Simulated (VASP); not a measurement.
# C (Fmmm) in VASP: notebook

Runs on C. Level: r2SCAN. Tasks: single point.

Program: VASP 6.6.1. These are calculated values, not measurements. Logs are shortened: lines on timing, memory, paths and dates and some standing lists are left out, and cuts for length are marked.

## Step 1: The cell of the first run

It takes space group Fmmm (No. 69, orthorhombic). The conventional cell has a = 2.645 Å, b = 4.582 Å, c = 6.139 Å, α = 90.00°, β = 90.00°, γ = 90.00°. Within 2.0 Å of C (site symmetry m2m) lie 3 C at 1.53 Å.

## Step 2: Single point, r2SCAN

Contents of POSCAR:

```
C
1.0
    0.0000000000      2.2909790328      3.0694348728
    1.3227380196      0.0000000000      3.0694348728
    1.3227380196      2.2909790328      0.0000000000
C
2
Direct
    0.1667039277      0.8332960723      0.1667039277
    0.8332960723      0.1667039277      0.8332960723
```

Contents of INCAR.step1:

```
PREC = Accurate
ENCUT = 520
ISMEAR = 0
SIGMA = 0.05
LREAL = F
LASPH = T
NELM = 60
NBANDS = 11
GGA = PE
ALGO = Normal
EDIFF = 1E-4
LWAVE = T
LCHARG = F
```

Contents of INCAR.step2:

```
PREC = Accurate
ENCUT = 520
EDIFF = 1E-7
ISMEAR = 0
SIGMA = 0.05
LREAL = F
LASPH = T
NELM = 60
ALGO = Normal
ISIF = 2
LWAVE = F
LCHARG = F
METAGGA = R2SCAN
LMIXTAU = T
NBANDS = 11
ISTART = 1
```

Contents of KPOINTS:

```
Automatic mesh
0
Gamma
  14 14 14
```

Potentials or basis: VASP PAW PBE potentials, release 64 (C).

Launch:

```bash
$ cat potpaw_PBE.64/C/POTCAR > POTCAR
$ cp INCAR.step1 INCAR
$ mpirun -np 1 vasp_std > vasp.out
$ cp INCAR.step2 INCAR
$ mpirun -np 1 vasp_std > vasp.out
```

OUTCAR:

```text
PREC = Accurate
   ENCUT = 520
   EDIFF = 1E-7
   ISMEAR = 0
   LREAL = F
   LASPH = T
   NELM = 60
   ISIF = 2
   METAGGA = R2SCAN
   ISTART = 1

 ion  position               nearest neighbor table
   1  0.167  0.833  0.167-   2 1.53   2 1.53   2 1.53
   2  0.833  0.167  0.833-   1 1.53   1 1.53   1 1.53

  LATTYP: Found a face centered orthorhombic cell.
 ALAT       =     2.6454760392
 B/A-ratio  =     1.7319975678
 C/A-ratio  =     2.3205161017

  Lattice vectors:

 A1 = (   0.0000000000,   2.2909790328,   3.0694348728)
 A2 = (   1.3227380196,   0.0000000000,   3.0694348728)
 A3 = (   1.3227380196,   2.2909790328,   0.0000000000)

Analysis of symmetry for initial positions (statically):
=====================================================================
 Subroutine PRICEL returns:
 Original cell was already a primitive cell.

 Routine SETGRP: Setting up the symmetry group for a
 face centered orthorhombic supercell.

 Subroutine GETGRP returns: Found  8 space group operations
 (whereof  8 operations were pure point group operations)
 out of a pool of  8 trial point group operations.

The static configuration has the point symmetry D_2h.

Analysis of symmetry for dynamics (positions and initial velocities):
=====================================================================
 Subroutine PRICEL returns:
 Original cell was already a primitive cell.

 Routine SETGRP: Setting up the symmetry group for a
 face centered orthorhombic supercell.

 Subroutine GETGRP returns: Found  8 space group operations
 (whereof  8 operations were pure point group operations)
 out of a pool of  8 trial point group operations.

The dynamic configuration has the point symmetry D_2h.

 Subroutine INISYM returns: Found  8 space group operations
 (whereof  8 operations are pure point group operations),
 and found     1 'primitive' translations

----------------------------------------------------------------------------------------

                                     Primitive cell

  volume of cell :      18.6030

  direct lattice vectors                    reciprocal lattice vectors
     0.000000000  2.290979033  3.069434873    -0.378003802  0.218247305  0.162896436
     1.322738020  0.000000000  3.069434873     0.378003802 -0.218247305  0.162896436
     1.322738020  2.290979033  0.000000000     0.378003802  0.218247305 -0.162896436

  length of vectors
     3.830145607  3.342314513  2.645415052     0.465890555  0.465890555  0.465890555

  position of ions in fractional coordinates (direct lattice)
     0.166703928  0.833296072  0.166703928
     0.833296072  0.166703928  0.833296072

  ion indices of the primitive-cell ions
   primitive index   ion index
                 1           1
                 2           2

----------------------------------------------------------------------------------------

 KPOINTS: Automatic mesh

Automatic generation of k-mesh.
 Grid dimensions read from file:
 generate k-points for:   14   14   14

 Generating k-lattice:

  Cartesian coordinates                     Fractional coordinates (reciprocal lattice)
    -0.027000272  0.015589093  0.011635460     0.071428571  0.000000000 -0.000000000
     0.027000272 -0.015589093  0.011635460     0.000000000  0.071428571  0.000000000
     0.027000272  0.015589093 -0.011635460    -0.000000000  0.000000000  0.071428571

  Length of vectors
     0.033277897  0.033277897  0.033277897

  Shift w.r.t. Gamma in fractional coordinates (k-lattice)
     0.000000000  0.000000000  0.000000000

 Subroutine IBZKPT returns following result:
 ===========================================

 Found    428 irreducible k-points:

 Following reciprocal coordinates:
            Coordinates               Weight
  0.000000  0.000000  0.000000      1.000000
  0.071429  0.000000  0.000000      8.000000
  0.142857 -0.000000  0.000000      8.000000
  0.214286  0.000000  0.000000      8.000000
  0.285714  0.000000  0.000000      8.000000
  0.357143  0.000000  0.000000      8.000000
[... 16 lines left out ...]
  0.214286  0.142857 -0.000000      8.000000
  0.285714  0.142857  0.000000      8.000000
 [... further k-points ...]
   k-points           NKPTS =    428   k-points in BZ     NKDIM =    428   number of bands    NBANDS=     11
   number of dos      NEDOS =    301   number of ions     NIONS =      2
   total plane-waves  NPLWV =  15680
   dimension x,y,z NGX =    28 NGY =   28 NGZ =   20
   dimension x,y,z NGXF=    56 NGYF=   56 NGZF=   40
   ions per type =               2
   NGX,Y,Z   is equivalent  to a cutoff of  12.15, 13.93, 12.57 a.u.
   NGXF,Y,Z  is equivalent  to a cutoff of  24.31, 27.85, 25.14 a.u.
 SYSTEM =  unknown system
   PREC   = accura    normal or accurate (medium, high low for compatibility)
   ISTART =      1    job   : 0-new  1-cont  2-samecut
   ICHARG =      0    charge: 1-file 2-atom 10-const
   ISPIN  =      1    spin polarized calculation?
   LNONCOLLINEAR =      F non collinear calculations
   LSORBIT =      F    spin-orbit coupling
   LASPH  =      T    aspherical Exc in radial PAW
   ENCUT  =  520.0 eV  38.22 Ry    6.18 a.u.   7.12  6.21  4.92*2*pi/ulx,y,z
   NELM   =     60;   NELMIN=  2; NELMDL=  0     # of ELM steps
   EDIFF  = 0.1E-06   stopping-criterion for ELM
   LREAL  =      F    real-space projection
   EDIFFG = 0.1E-05   stopping-criterion for IOM
   NSW    =      0    number of steps for IOM
   IBRION =     -1    ionic relax: 0-MD 1-quasi-New 2-CG
   NFREE  =      0    steps in history (QN), initial steepest desc. (CG)
   ISIF   =      2    stress and relaxation
   ISYM   =      2    0-nonsym 1-usesym 2-fastsym
   POTIM  = 0.5000    time-step for ionic-motion
   TEBEG  =    0.0;   TEEND  =   0.0 temperature during run
   PSTRESS=    0.0 pullay stress
   NELECT =       8.0000    total number of electrons
   NUPDOWN=      -1.0000    fix difference up-down
   EMIN   =  10.00;   EMAX   =-10.00  energy-range for DOS
   EFERMI =   0.00;   METHOD = LEGACY
   ISMEAR =     0;   SIGMA  =   0.05  broadening in eV -4-tet -1-fermi 0-gaus
   EFERMI_NEDOS =   21; number of points for ismear=-14 and -15
   IALGO  =     38    algorithm
   IMIX   =      4    mixing-type and parameters
     AMIX     =   0.40;   BMIX     =  1.00
     AMIX_MAG =   1.60;   BMIX_MAG =  1.00
  volume/ion in A,a.u.               =       9.30        62.77
  Fermi-wavevector in a.u.,A,eV,Ry     =   1.235692  2.335120 20.775221  1.526936
  Thomas-Fermi vector in A             =   2.370331
   LORBIT       =      0    0 simple, 1 ext, 2 COOP (PROOUT), +10 PAW based schemes
   METAGGA = R2SCAN    functional components
   LHFCALC =     F    Hartree Fock is set to
   AEXX    =    0.0000 exact exchange contribution
   IVDW    =     0    specifies the selected vdW correction
   LEPSILON=     F    determine dielectric tensor
   LRPA    =     F    only Hartree local field effects (RPA)
 non-spin polarized calculation
 Gauss-broadening in eV      SIGMA  =   0.05
  energy-cutoff  :      520.00
  volume of cell :       18.60
 maximum number of plane-waves:       518
   NGX = 15   NGY = 13   NGZ =  9

 number of electron       8.0000000 magnetization

 Free energy of the ion-electron system (eV)
  ---------------------------------------------------
  ext. energy  EPLUGINS =         0.00000000
  ---------------------------------------------------
  free energy    TOTEN  =       -19.13919384 eV

  energy without entropy =      -19.13906949  energy(sigma->0) =      -19.13913167

 E-fermi :   4.5056     XC(G=0): -11.2287

 val. band max:        4.4918013333   @ k =   0.5000  -0.1429   0.3571
 cond. band min:       4.5214947261   @ k =   0.4286  -0.2143   0.3571
 fundamental gap:      0.0296933928
 Fermi energy:         4.5056052676

 k-point     1 :       0.0000    0.0000    0.0000
  band No.  band energies     occupation
      1     -15.1460      2.00000
      2      -0.6464      2.00000
      3       0.9814      2.00000
      4       1.0624      2.00000
      5      10.6129      0.00000
      6      11.4884      0.00000
      7      11.7241      0.00000
      8      12.7277      0.00000
      9      13.8418      0.00000
     10      25.4417      0.00000
     11      28.5559      0.00000

 k-point     2 :       0.0714    0.0000    0.0000
  band No.  band energies     occupation
      1     -15.0253      2.00000
      2      -0.5835      2.00000
      3       0.5509      2.00000
      4       0.7911      2.00000
      5      10.8281      0.00000
      6      11.5814      0.00000
      7      12.0371      0.00000
      8      13.0965      0.00000
      9      13.4644      0.00000
     10      25.7637      0.00000
     11      27.5120      0.00000

 k-point     3 :       0.1429   -0.0000    0.0000
  band No.  band energies     occupation
      1     -14.6651      2.00000
      2      -0.6950      2.00000
      3      -0.3880      2.00000
      4       0.2481      2.00000
      5      11.2839      0.00000
      6      11.5070      0.00000
      7      12.3964      0.00000
      8      13.2322      0.00000
      9      14.2506      0.00000
     10      25.1300      0.00000
     11      26.7334      0.00000

 k-point     4 :       0.2143    0.0000    0.0000
  band No.  band energies     occupation
      1     -14.0710      2.00000
      2      -2.3421      2.00000
      3      -0.4137      2.00000
      4      -0.0462      2.00000
      5      10.8493      0.00000
      6      10.9509      0.00000
      7      12.5035      0.00000
      8      14.9633      0.00000
      9      15.8348      0.00000
     10      23.3429      0.00000
     11      26.9818      0.00000
[... 239 lines left out ...]
 k-point    22 :       0.1429    0.1429    0.0000
  band No.  band energies     occupation
      1     -15.0393      2.00000
      2      -1.4012      2.00000
      3       0.9900      2.00000
      4       1.0376      2.00000
      5      11.5154      0.00000
      6      11.6695      0.00000
      7      11.9497      0.00000
      8      12.6368      0.00000
      9      13.9437      0.00000
     10      25.1975      0.00000
     11      29.1309      0.00000

 k-point    23 :       0.2143    0.1429   -0.0000
  band No.  band energies     occupation
      1     -14.8710      2.00000
      2      -1.6209      2.00000
      3       0.5239      2.00000
      4       0.7870      2.00000
      5      11.5760      0.00000
      6      12.0059      0.00000
      7      12.7280      0.00000
      8      12.9369      0.00000
      9      13.6602      0.00000
     10      25.3585      0.00000
     11      28.4796      0.00000

 k-point    24 :       0.2857    0.1429    0.0000
  band No.  band energies     occupation
      1     -14.4716      2.00000
      2      -1.6092      2.00000
      3      -0.7525      2.00000
      4       0.2472      2.00000
      5      11.3061      0.00000
      6      12.5680      0.00000
      7      13.2646      0.00000
      8      13.7918      0.00000
      9      14.1374      0.00000
     10      25.3927      0.00000
     11      27.0937      0.00000

 [... further k-points ...]

------------------------ aborting loop because EDIFF is reached ----------------------------------------

  FORCE on cell =-STRESS in cart. coord.  units (eV):
  Direction    XX          YY          ZZ          XY          YZ          ZX
  --------------------------------------------------------------------------------------
  -------------------------------------------------------------------------------------
  Total       -8.6449553     -8.7831312      0.9599272     -0.0000000      0.0000000      0.0000000
  in kB     -744.5433098   -756.4436505     82.6733412     -0.0000000      0.0000000      0.0000000
  external PRESSURE =    -472.7712064 kB  Pullay stress =       0.0000000 kB

 VOLUME and BASIS-vectors are now :
 -----------------------------------------------------------------------------
  energy-cutoff  :      520.00
  volume of cell :       18.60
      direct lattice vectors                 reciprocal lattice vectors
     0.000000000  2.290979033  3.069434873    -0.378003802  0.218247305  0.162896436
     1.322738020  0.000000000  3.069434873     0.378003802 -0.218247305  0.162896436
     1.322738020  2.290979033  0.000000000     0.378003802  0.218247305 -0.162896436

 POSITION                                       TOTAL-FORCE (eV/Angst)
 -----------------------------------------------------------------------------------
      1.32274      0.76383      3.06943         0.000000      0.006655      0.000000
      1.32274      3.81813      3.06943         0.000000     -0.006655      0.000000
 -----------------------------------------------------------------------------------
    total drift:                               -0.000000     -0.000000     -0.000000

  FREE ENERGIE OF THE ION-ELECTRON SYSTEM (eV)
  ---------------------------------------------------
  free  energy   TOTEN  =       -19.1391938394 eV

  energy  without entropy=      -19.1390694927  energy(sigma->0) =      -19.13913167
```

It took 6.1 min on 1 thread of Intel Xeon Platinum 8259CL at 2.50GHz (Skylake/Cascade Lake), shared host; peak memory 0.19 GiB.

Results:

* Free energy: -19.1392 eV
* Pressure: -47.3 GPa
* Largest force: 0.007 eV/Å
* Band gap on the k mesh: zero (bands 4 and 5 overlap by 0.09 eV)

Forces in eV/Å, atoms in the order of the input:
```
C    0.000  0.007  0.000
C    0.000 -0.007  0.000
```

Stress tensor (GPa, compression positive):
```
-74.45   0.00   0.00
  0.00 -75.64   0.00
  0.00   0.00   8.27
```

Caveat: the cell stands under tension; the PAW data sets were made with another functional, which shifts forces and pressure a little.

[end of part 1 of 2]
